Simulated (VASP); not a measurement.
# SiC (pbesol) (Fm-3m) in VASP: a series of runs

The runs below take SiC (pbesol) through relaxation of cell and atoms, single point, with PBEsol.

Program: VASP 6.6.1. These are calculated values, not measurements. Logs are shortened: lines on timing, memory, paths and dates and some standing lists are left out, and cuts for length are marked.

## (1) The cell of the first run

The structure is cubic, space group Fm-3m (No. 225). The conventional cell has a = 4.176 Å, b = 4.176 Å, c = 4.176 Å, α = 90.00°, β = 90.00°, γ = 90.00°. Within 2.8 Å of C (site symmetry m-3m) lie 6 Si at 2.09 Å. Within 2.8 Å of Si (site symmetry m-3m) lie 6 C at 2.09 Å.

## (2) Relaxation of cell and atoms, PBEsol, target pressure 125 GPa, at which the enthalpy is minimised

INCAR reads:

```
PREC = Accurate
ENCUT = 600
EDIFF = 1E-7
ISMEAR = 0
SIGMA = 0.1
LREAL = False
LASPH = True
NELM = 120
ALGO = Normal
ISIF = 3
LWAVE = False
LCHARG = False
GGA = PS
IBRION = 2
NSW = 100
EDIFFG = -0.05
PSTRESS = 1250.0
GGA_COMPAT = False
NELMIN = 4
```

KPOINTS reads:

```
Automatic mesh
0
Gamma
  8 8 8
```

POSCAR reads:

```
SiC
1.0
    0.0000000000      2.0881007700      2.0881007700
    2.0881007700      0.0000000000      2.0881007700
    2.0881007700      2.0881007700      0.0000000000
C Si
1 1
Direct
    0.0000000000      0.0000000000      0.0000000000
    0.5000000000      0.5000000000      0.5000000000
```

Potentials or basis: VASP PAW PBE potentials, release 64 (C, Si).

Run with:

```bash
cat potpaw_PBE.64/C/POTCAR potpaw_PBE.64/Si/POTCAR > POTCAR
mpirun -np 1 vasp_std > vasp.out
```

OUTCAR:

```text
PREC = Accurate
   ENCUT = 600
   EDIFF = 1E-7
   ISMEAR = 0
   LREAL = False
   LASPH = True
   NELM = 120
   ISIF = 3
   GGA = PS
   IBRION = 2
   NSW = 100
   EDIFFG = -0.05
   PSTRESS = 1250.0
   NELMIN = 4

 ion  position               nearest neighbor table
   1  0.000  0.000  0.000-   2 2.09   2 2.09   2 2.09   2 2.09   2 2.09   2 2.09
   2  0.500  0.500  0.500-   1 2.09   1 2.09   1 2.09   1 2.09   1 2.09   1 2.09

  LATTYP: Found a face centered cubic cell.
 ALAT       =     4.1762015400

  Lattice vectors:

 A1 = (   0.0000000000,   2.0881007700,   2.0881007700)
 A2 = (   2.0881007700,   0.0000000000,   2.0881007700)
 A3 = (   2.0881007700,   2.0881007700,   0.0000000000)

Analysis of symmetry for initial positions (statically):
=====================================================================
 Subroutine PRICEL returns:
 Original cell was already a primitive cell.

 Routine SETGRP: Setting up the symmetry group for a
 face centered cubic supercell.

 Subroutine GETGRP returns: Found 48 space group operations
 (whereof 48 operations were pure point group operations)
 out of a pool of 48 trial point group operations.

The static configuration has the point symmetry O_h .

Analysis of symmetry for dynamics (positions and initial velocities):
=====================================================================
 Subroutine PRICEL returns:
 Original cell was already a primitive cell.

 Routine SETGRP: Setting up the symmetry group for a
 face centered cubic supercell.

 Subroutine GETGRP returns: Found 48 space group operations
 (whereof 48 operations were pure point group operations)
 out of a pool of 48 trial point group operations.

The dynamic configuration has the point symmetry O_h .

 Subroutine INISYM returns: Found 48 space group operations
 (whereof 48 operations are pure point group operations),
 and found     1 'primitive' translations

----------------------------------------------------------------------------------------

                                     Primitive cell

  volume of cell :      18.2089

  direct lattice vectors                    reciprocal lattice vectors
     0.000000000  2.088100770  2.088100770    -0.239452045  0.239452045  0.239452045
     2.088100770  0.000000000  2.088100770     0.239452045 -0.239452045  0.239452045
     2.088100770  2.088100770  0.000000000     0.239452045  0.239452045 -0.239452045

  length of vectors
     2.953020429  2.953020429  2.953020429     0.414743108  0.414743108  0.414743108

  position of ions in fractional coordinates (direct lattice)
     0.000000000  0.000000000  0.000000000
     0.500000000  0.500000000  0.500000000

  ion indices of the primitive-cell ions
   primitive index   ion index
                 1           1
                 2           2

----------------------------------------------------------------------------------------

 KPOINTS: Automatic mesh

Automatic generation of k-mesh.
 Grid dimensions read from file:
 generate k-points for:    8    8    8

 Generating k-lattice:

  Cartesian coordinates                     Fractional coordinates (reciprocal lattice)
    -0.029931506  0.029931506  0.029931506     0.125000000  0.000000000  0.000000000
     0.029931506 -0.029931506  0.029931506     0.000000000  0.125000000  0.000000000
     0.029931506  0.029931506 -0.029931506     0.000000000  0.000000000  0.125000000

  Length of vectors
     0.051842889  0.051842889  0.051842889

  Shift w.r.t. Gamma in fractional coordinates (k-lattice)
     0.000000000  0.000000000  0.000000000

 Subroutine IBZKPT returns following result:
 ===========================================

 Found     29 irreducible k-points:

 Following reciprocal coordinates:
            Coordinates               Weight
  0.000000  0.000000  0.000000      1.000000
  0.125000  0.000000  0.000000      8.000000
  0.250000  0.000000  0.000000      8.000000
  0.375000  0.000000  0.000000      8.000000
  0.500000  0.000000  0.000000      4.000000
  0.125000  0.125000  0.000000      6.000000
[... 16 lines left out ...]
  0.500000  0.250000  0.125000     48.000000
 -0.375000  0.250000  0.125000     24.000000
 [... further k-points ...]
   k-points           NKPTS =     29   k-points in BZ     NKDIM =     29   number of bands    NBANDS=      8
   number of dos      NEDOS =    301   number of ions     NIONS =      2
   total plane-waves  NPLWV =  13824
   dimension x,y,z NGX =    24 NGY =   24 NGZ =   24
   dimension x,y,z NGXF=    48 NGYF=   48 NGZF=   48
   ions per type =               1   1
   NGX,Y,Z   is equivalent  to a cutoff of  13.51, 13.51, 13.51 a.u.
   NGXF,Y,Z  is equivalent  to a cutoff of  27.02, 27.02, 27.02 a.u.
 SYSTEM =  unknown system
   PREC   = accura    normal or accurate (medium, high low for compatibility)
   ISTART =      0    job   : 0-new  1-cont  2-samecut
   ICHARG =      2    charge: 1-file 2-atom 10-const
   ISPIN  =      1    spin polarized calculation?
   LNONCOLLINEAR =      F non collinear calculations
   LSORBIT =      F    spin-orbit coupling
   LASPH  =      T    aspherical Exc in radial PAW
   ENCUT  =  600.0 eV  44.10 Ry    6.64 a.u.   5.90  5.90  5.90*2*pi/ulx,y,z
   NELM   =    120;   NELMIN=  4; NELMDL= -5     # of ELM steps
   EDIFF  = 0.1E-06   stopping-criterion for ELM
   LREAL  =      F    real-space projection
   EDIFFG = -.5E-01   stopping-criterion for IOM
   NSW    =    100    number of steps for IOM
   IBRION =      2    ionic relax: 0-MD 1-quasi-New 2-CG
   NFREE  =      1    steps in history (QN), initial steepest desc. (CG)
   ISIF   =      3    stress and relaxation
   ISYM   =      2    0-nonsym 1-usesym 2-fastsym
   POTIM  = 0.5000    time-step for ionic-motion
   TEBEG  =    0.0;   TEEND  =   0.0 temperature during run
   PSTRESS= 1250.0 pullay stress
   NELECT =       8.0000    total number of electrons
   NUPDOWN=      -1.0000    fix difference up-down
   EMIN   =  10.00;   EMAX   =-10.00  energy-range for DOS
   EFERMI =   0.00;   METHOD = LEGACY
   ISMEAR =     0;   SIGMA  =   0.10  broadening in eV -4-tet -1-fermi 0-gaus
   EFERMI_NEDOS =   21; number of points for ismear=-14 and -15
   IALGO  =     38    algorithm
   IMIX   =      4    mixing-type and parameters
     AMIX     =   0.40;   BMIX     =  1.00
     AMIX_MAG =   1.60;   BMIX_MAG =  1.00
  volume/ion in A,a.u.               =       9.10        61.44
  Fermi-wavevector in a.u.,A,eV,Ry     =   1.244543  2.351846 21.073904  1.548888
  Thomas-Fermi vector in A             =   2.378805
   LORBIT       =      0    0 simple, 1 ext, 2 COOP (PROOUT), +10 PAW based schemes
   GGA     = PS    functional components
   LHFCALC =     F    Hartree Fock is set to
   AEXX    =    0.0000 exact exchange contribution
   IVDW    =     0    specifies the selected vdW correction
   LEPSILON=     F    determine dielectric tensor
   LRPA    =     F    only Hartree local field effects (RPA)
 conjugate gradient relaxation of ions
 non-spin polarized calculation
 Gauss-broadening in eV      SIGMA  =   0.10
  energy-cutoff  :      600.00
  volume of cell :       18.21
 maximum number of plane-waves:       620
   NGX = 11   NGY = 11   NGZ = 11

--------------------------------------- Ionic step        1  -------------------------------------------

 number of electron       8.0000000 magnetization

 Free energy of the ion-electron system (eV)
  ---------------------------------------------------
  ext. energy  EPLUGINS =         0.00000000
  ---------------------------------------------------
  free energy    TOTEN  =       -14.47772951 eV

  energy without entropy =      -14.47230064  energy(sigma->0) =      -14.47501508

------------------------ aborting loop because EDIFF is reached ----------------------------------------

  FORCE on cell =-STRESS in cart. coord.  units (eV):
  Direction    XX          YY          ZZ          XY          YZ          ZX
  --------------------------------------------------------------------------------------
  -------------------------------------------------------------------------------------
  Total       -2.2694349     -2.2694349     -2.2694349      0.0000000     -0.0000000     -0.0000000
  in kB     -199.6843206   -199.6843206   -199.6843206      0.0000000     -0.0000000     -0.0000000
  external PRESSURE =   -1449.6843206 kB  Pullay stress =    1250.0000000 kB

 VOLUME and BASIS-vectors are now :
 -----------------------------------------------------------------------------
  energy-cutoff  :      600.00
  volume of cell :       18.21
      direct lattice vectors                 reciprocal lattice vectors
     0.000000000  2.088100770  2.088100770    -0.239452045  0.239452045  0.239452045
     2.088100770  0.000000000  2.088100770     0.239452045 -0.239452045  0.239452045
     2.088100770  2.088100770  0.000000000     0.239452045  0.239452045 -0.239452045
[... 160 lines left out ...]
  FREE ENERGIE OF THE ION-ELECTRON SYSTEM (eV)
  ---------------------------------------------------
  free  energy   TOTEN  =       -13.2833082970 eV

  energy  without entropy=      -13.2833082970  energy(sigma->0) =      -13.28330830

  enthalpy is  TOTEN    =        -3.6126045457 eV   P V=        9.6707037514

--------------------------------------- Ionic step        6  -------------------------------------------

 number of electron       8.0000000 magnetization

 Free energy of the ion-electron system (eV)
  ---------------------------------------------------
  ext. energy  EPLUGINS =         0.00000000
  ---------------------------------------------------
  free energy    TOTEN  =       -13.41457315 eV

  energy without entropy =      -13.41457315  energy(sigma->0) =      -13.41457315

 E-fermi :  17.5837     XC(G=0): -14.0812

 val. band max:       17.1395140175   @ k =   0.0000   0.0000   0.0000
 cond. band min:      18.0947172855   @ k =   0.5000   0.5000   0.0000
 fundamental gap:      0.9552032681
 Fermi energy:        17.5837046291

 k-point     1 :       0.0000    0.0000    0.0000
  band No.  band energies     occupation
      1      -4.9004      2.00000
      2      17.1395      2.00000
      3      17.1395      2.00000
      4      17.1395      2.00000
      5      26.0363      0.00000
      6      26.0363      0.00000
      7      26.0363      0.00000
      8      30.2997      0.00000

 k-point     2 :       0.1250    0.0000    0.0000
  band No.  band energies     occupation
      1      -4.4447      2.00000
      2      14.8934      2.00000
      3      16.7356      2.00000
      4      16.7356      2.00000
      5      25.5726      0.00000
      6      26.8231      0.00000
      7      26.8231      0.00000
      8      29.6805      0.00000
[... 221 lines left out ...]
 k-point    23 :       0.5000    0.2500    0.1250
  band No.  band energies     occupation
      1       0.2645      2.00000
      2       7.2280      2.00000
      3      11.0131      2.00000
      4      13.5283      2.00000
      5      22.6296      0.00000
      6      25.4792      0.00000
      7      27.0819      0.00000
      8      31.5964      0.00000

 k-point    24 :      -0.3750    0.2500    0.1250
  band No.  band energies     occupation
      1       2.5345      2.00000
      2       4.2694      2.00000
      3      11.0212      2.00000
      4      12.8605      2.00000
      5      22.5209      0.00000
      6      25.0889      0.00000
      7      28.9965      0.00000
      8      31.4559      0.00000

 [... further k-points ...]

------------------------ aborting loop because EDIFF is reached ----------------------------------------

  FORCE on cell =-STRESS in cart. coord.  units (eV):
  Direction    XX          YY          ZZ          XY          YZ          ZX
  --------------------------------------------------------------------------------------
  -------------------------------------------------------------------------------------
  Total        9.7461052      9.7461052      9.7461052      0.0000000      0.0000000      0.0000000
  in kB     1243.3995751   1243.3995751   1243.3995751      0.0000000      0.0000000      0.0000000
  external PRESSURE =      -6.6004249 kB  Pullay stress =    1250.0000000 kB

 VOLUME and BASIS-vectors are now :
 -----------------------------------------------------------------------------
  energy-cutoff  :      600.00
  volume of cell :       12.56
      direct lattice vectors                 reciprocal lattice vectors
    -0.000000000  1.844875181  1.844875181    -0.271021045  0.271021045  0.271021045
     1.844875181 -0.000000000  1.844875181     0.271021045 -0.271021045  0.271021045
     1.844875181  1.844875181 -0.000000000     0.271021045  0.271021045 -0.271021045

 POSITION                                       TOTAL-FORCE (eV/Angst)
 -----------------------------------------------------------------------------------
      0.00000      0.00000      0.00000         0.000000     -0.000000     -0.000000
      1.84488      1.84488      1.84488        -0.000000      0.000000      0.000000
 -----------------------------------------------------------------------------------
    total drift:                                0.000000     -0.000000     -0.000000

  FREE ENERGIE OF THE ION-ELECTRON SYSTEM (eV)
  ---------------------------------------------------
  free  energy   TOTEN  =       -13.4145731493 eV

  energy  without entropy=      -13.4145731493  energy(sigma->0) =      -13.41457315

  enthalpy is  TOTEN    =        -3.6167320603 eV   P V=        9.7978410890

 reached required accuracy - stopping structural energy minimisation
```

Wall time 35 s (1 thread of Intel Xeon 8259CL, shared host); peak memory 0.15 GiB.

Results:

```yaml
Free_energy: -13.4146 eV
Relaxed_volume: 6.28 Å³/atom
Relaxed_cell: a = 2.609 Å, b = 2.609 Å, c = 2.609 Å, α = 60.00°, β = 60.00°, γ = 60.00°
Space_group_after_relaxing_to_0.05_Å: Fm-3m (No. 225)
Energy_change_on_relaxing_the_enthalpy_is_what_falls: +531.6 meV/atom
Ionic_steps: 6
Pressure_after_relaxing: 124.3 GPa
Band_gap_on_the_k_mesh: 0.96 eV, indirect (least direct gap 6.49 eV)
```

Step by step:
```tsv
step	energy change (eV)	largest force (eV/Å)	pressure (GPa)	volume (Å³)
1	0.0000	0.0000	-19.97	18.21
2	66.4274	0.0000	5246.36	3.98
3	0.0284	0.0000	33.89	14.82
4	0.3150	0.0000	63.75	13.86
5	1.1944	0.0000	133.89	12.40
6	1.0632	0.0000	124.34	12.56
```

Final structure:
```xyz
2
Lattice="0.0000 1.8449 1.8449 1.8449 0.0000 1.8449 1.8449 1.8449 0.0000" Properties=species:S:1:pos:R:3 pbc="T T T"
C     0.0000    0.0000    0.0000
Si    1.8449    1.8449    1.8449
```

Levels at points of the mesh, in eV from the valence-band top:
| k point | band 2 | band 3 | band 4 | band 5 | band 6 | band 7 |
| --- | --- | --- | --- | --- | --- | --- |
| (0.00, 0.00, 0.00) | 0.00 | 0.00 | 0.00 | 8.90 | 8.90 | 8.90 |
| (0.50, 0.00, 0.00) | -14.06 | -1.93 | -1.93 | 6.64 | 6.64 | 7.70 |
| (0.50, 0.50, 0.00) | -12.64 | -5.54 | -5.54 | 0.96 | 1.18 | 19.02 |

Caveat: the cell is relaxed towards a set pressure, so the enthalpy falls and the energy may rise; the volume moved by over 15 % at a fixed basis, so the end points are rough; the PAW data sets were made with another functional, which shifts forces and pressure a little. As with any semilocal functional, this PBEsol gap is likely too small.

## (3) Single point, PBEsol

This run uses another cell than the first one, of 5.45 Å³/atom, 0.598 times its volume.

INCAR reads:

```
SYSTEM = SiC
  PREC = Accurate
  ENCUT = 600
  EDIFF = 1E-6
  ISMEAR = 0
  SIGMA = 0.02
  LREAL = .FALSE.
  LASPH = .TRUE.
  NELM = 120
  ALGO = Normal
  ISIF = 2
  LWAVE = .FALSE.
  LCHARG = .FALSE.
  GGA = PS
  NBANDS = 11
  GGA_COMPAT = .FALSE.
```

KPOINTS reads:

```
Automatic mesh
0
G
  16 16 16
  0 0 0
```

POSCAR reads:

```
SiC
1.0
    0.0000000000      1.7596161528      1.7596161528
    1.7596161528      0.0000000000      1.7596161528
    1.7596161528      1.7596161528      0.0000000000
C Si
1 1
Direct
    0.0000000000      0.0000000000      0.0000000000
    0.5000000000      0.5000000000      0.5000000000
```

Potentials or basis: VASP PAW PBE potentials, release 64 (C, Si).

Run with:

```bash
cat potpaw_PBE.64/C/POTCAR potpaw_PBE.64/Si/POTCAR > POTCAR
mpirun -np 1 vasp_std > vasp.out
```

Wall time 24 s (1 thread of Intel Xeon 8259CL, shared host); peak memory 0.14 GiB.

The run converged. Its results:

* Free energy: -11.5203 eV
* Pressure: 251.3 GPa
* Band gap on the k mesh: 0.05 eV, indirect (least direct gap 6.27 eV)

Levels at points of the mesh, in eV from the valence-band top:
```
           k point  band 2  band 3  band 4  band 5  band 6  band 7
(0.00, 0.00, 0.00)    0.00    0.00    0.00    8.87    8.87    8.87
(0.50, 0.00, 0.00)  -15.53   -2.50   -2.50    7.54    7.54    8.68
(0.50, 0.50, 0.00)  -13.92   -6.22   -6.22    0.05    2.54   21.28
```

Caveat: the PAW data sets were made with another functional, which shifts forces and pressure a little.

## (4) Single point, PBEsol

This run uses another cell than the first one, of 5.45 Å³/atom, 0.598 times its volume.

INCAR reads:

```
SYSTEM = SiC
ALGO = Normal
EDIFF = 1E-6
ENCUT = 600
GGA = PS
GGA_COMPAT = .False.
ISIF = 2
ISMEAR = 0
LASPH = .True.
LCHARG = .True.
LELF = .True.
LREAL = .False.
LVHAR = .True.
LWAVE = .False.
NBANDS = 11
NELM = 120
PREC = Accurate
SIGMA = 0.01
```

KPOINTS reads:

```
k-points
0
Gamma
  16 16 16
  0 0 0
```

POSCAR is that of step 3.

Run with:

```bash
cat potpaw_PBE.64/C/POTCAR potpaw_PBE.64/Si/POTCAR > POTCAR
mpirun -np 1 vasp_std > vasp.out
```

It took 22 s on 1 thread of Intel Xeon 8259CL, shared host; peak memory 0.14 GiB.

The run converged. Its results:

| Item | Value |
| --- | --- |
| Free energy | -11.5203 eV |
| Pressure | 251.3 GPa |
| Band gap on the k mesh | 0.05 eV, indirect (least direct gap 6.27 eV) |

Levels at points of the mesh, in eV from the valence-band top:
| k point | band 2 | band 3 | band 4 | band 5 | band 6 | band 7 |
| --- | --- | --- | --- | --- | --- | --- |
| (0.00, 0.00, 0.00) | 0.00 | 0.00 | 0.00 | 8.87 | 8.87 | 8.87 |
| (0.50, 0.00, 0.00) | -15.53 | -2.50 | -2.50 | 7.54 | 7.54 | 8.68 |
| (0.50, 0.50, 0.00) | -13.92 | -6.22 | -6.22 | 0.05 | 2.54 | 21.28 |

Caveat: the PAW data sets were made with another functional, which shifts forces and pressure a little.

## (5) Single point, PBEsol

This run uses another cell than the first one, of 5.80 Å³/atom, 0.637 times its volume.

INCAR reads:

```
  PREC = Accurate
  ENCUT = 600
  EDIFF = 1E-6
  ISMEAR = 0
  SIGMA = 0.02
  LREAL = F
  LASPH = T
  NELM = 120
  ALGO = Normal
  ISIF = 2
  LWAVE = F
  LCHARG = F
  GGA = PS
  NBANDS = 11
  GGA_COMPAT = F
```

KPOINTS reads:

```
regular mesh
0
Gamma
  16 16 16
```

POSCAR reads:

```
SiC
1.0
    0.0000000000      1.7967765952      1.7967765952
    1.7967765952      0.0000000000      1.7967765952
    1.7967765952      1.7967765952      0.0000000000
C Si
1 1
Direct
    0.0000000000      0.0000000000      0.0000000000
    0.5000000000      0.5000000000      0.5000000000
```

Run with:

```bash
cat potpaw_PBE.64/C/POTCAR potpaw_PBE.64/Si/POTCAR > POTCAR
mpirun -np 1 vasp_std > vasp.out
```

Run time: 22 s. Hardware: 1 thread of Intel Xeon 8259CL, shared host; peak memory 0.13 GiB.

The run converged. Its results:

| Property | Result |
| --- | --- |
| Free energy | -12.4842 eV |
| Pressure | 188.5 GPa |
| Band gap on the k mesh | 0.47 eV, indirect (least direct gap 6.38 eV) |

Levels at points of the mesh, in eV from the valence-band top:
```
           k point  band 1  band 2  band 3  band 4  band 5  band 6  band 7  band 8  band 9
(0.00, 0.00, 0.00)  -23.15    0.00    0.00    0.00    8.89    8.89    8.89   15.04   15.71
(0.50, 0.00, 0.00)  -16.39  -14.86   -2.24   -2.24    7.13    7.13    8.25   13.69   19.72
(0.50, 0.50, 0.00)  -13.52  -13.52   -5.91   -5.91    0.47    1.92   20.26   20.75   20.75
```

Caveat: the PAW data sets were made with another functional, which shifts forces and pressure a little. A k mesh can miss the band edges.

(Part 1 of 2 ends here.)
